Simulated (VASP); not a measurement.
Set up this calculation in VASP 6.6.1, as the native input.

| Item | Value |
| --- | --- |
| Task | single point |
| Functional | PBE |
| Potentials or basis | VASP PAW PBE potentials, release 64 (Zr_sv, B) |
| Cutoff | 520 eV |
| k mesh | 10 × 10 × 10 |
| Occupations | gaussian, width 0.1 eV |
| Spin | no spin polarisation |
| Dipole correction | no |
| Further INCAR settings | ALGO = Normal; EDIFF = 1e-06; NBANDS = 27 |

The structure of ZrB2 lies in POSCAR:

```
ZrB2
1.0
    0.0000000000      3.1553041704      3.1553041704
    3.1553041704      0.0000000000      3.1553041704
    3.1553041704      3.1553041704      0.0000000000
Zr B
2 4
Direct
    0.0000000000      0.0000000000      0.0000000000
    0.2500000000      0.2500000000      0.2500000000
    0.6250000000      0.6250000000      0.6250000000
    0.1250000000      0.6250000000      0.6250000000
    0.6250000000      0.6250000000      0.1250000000
    0.6250000000      0.1250000000      0.6250000000
```

One way to write it, as run:

INCAR

```
PREC = Accurate ; ENCUT = 520
EDIFF = 1E-6 ; ISMEAR = 0
SIGMA = 0.1 ; LREAL = False
LASPH = True ; NELM = 100
ALGO = Normal ; ISIF = 2
LWAVE = False ; LCHARG = False
GGA = PE ; NBANDS = 27
```

KPOINTS

```
regular mesh
0
Gamma
  10 10 10
```

Potentials or basis: VASP PAW PBE potentials, release 64 (Zr_sv, B).

Run with:

```sh
$ cat potpaw_PBE.64/Zr_sv/POTCAR potpaw_PBE.64/B/POTCAR > POTCAR
$ mpirun -np 1 vasp_std > vasp.out
```

Results of the run:

- Pressure: 0.1 GPa
- Band gap on the k mesh: zero (bands 18 and 19 overlap by 0.50 eV)

It took 2.3 min on 1 thread of Intel Xeon 8259CL (shared host), peak memory 0.24 GiB.
